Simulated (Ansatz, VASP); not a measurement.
# One calculation of MnO, two programs

```xyz
2
Lattice="0.0000 2.0511 2.0511 2.0511 0.0000 2.0511 2.0511 2.0511 0.0000" Properties=species:S:1:pos:R:3 pbc="T T T"
Mn    0.0000    0.0000    0.0000
O     2.0511    2.0511    2.0511
```

Alike in both runs: task single point; functional PBE; k mesh 14 × 14 × 14; occupations gaussian, width 0.05 eV; no spin polarisation.

```csv
,VASP,Ansatz
version,VASP 6.6.1,Ansatz 0.2.0
potentials or method,"VASP PAW PBE potentials, release 64 (Mn_pv, O), cutoff 600 eV","scalar-relativistic, plane waves, PAW"
valence electrons in the cell,19,21
```

VASP gave:

* gap on the k mesh at the Fermi level (eV): none
* pressure (GPa): 0.7

Question: Estimate Ansatz's values.

Answer: gap on the k mesh at the Fermi level (eV): none; pressure (GPa): 0.0.

A gap of «none» marks a metal or a gap that the smearing closes. VASP's potentials hold 19 valence electrons a cell and Ansatz's 21, so a difference there can come from the potentials and not from the codes.
